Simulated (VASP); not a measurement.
Input of a VASP 6.6.1 run:

Contents of INCAR:

```
SYSTEM = GaAs
  ALGO = Normal
  EDIFF = 1E-7
  ENCUT = 520
  ISIF = 2
  ISMEAR = -1
  LASPH = .True.
  LCHARG = .True.
  LELF = .True.
  LREAL = .False.
  LVHAR = .True.
  LWAVE = .False.
  NBANDS = 16
  NELM = 60
  PREC = Accurate
  SIGMA = 0.08
```

Contents of KPOINTS:

```
k-points
0
Gamma
  10 10 10
  0 0 0
```

The input POSCAR:

```
GaAs
1.0
    0.0000000000      2.8268500000      2.8833870000
    2.8268500000      0.0000000000      2.8833870000
    2.8268500000      2.8268500000      0.0000000000
Ga As
1 1
Direct
    0.0000000000      0.0000000000      0.0000000000
    0.7500000000      0.7500000000      0.7500000000
```

Potentials or basis: VASP PAW LDA potentials, release 64 (Ga_d, As).

The run is started by

```console
$ cat potpaw_LDA.64/Ga_d/POTCAR potpaw_LDA.64/As/POTCAR > POTCAR
$ mpirun -np 1 vasp_std > vasp.out
```

(1) Predict the pressure.

Answers

(1) -2.8 GPa.

Caveat: the cell differs from its parent crystal (zz strain of +2 %).
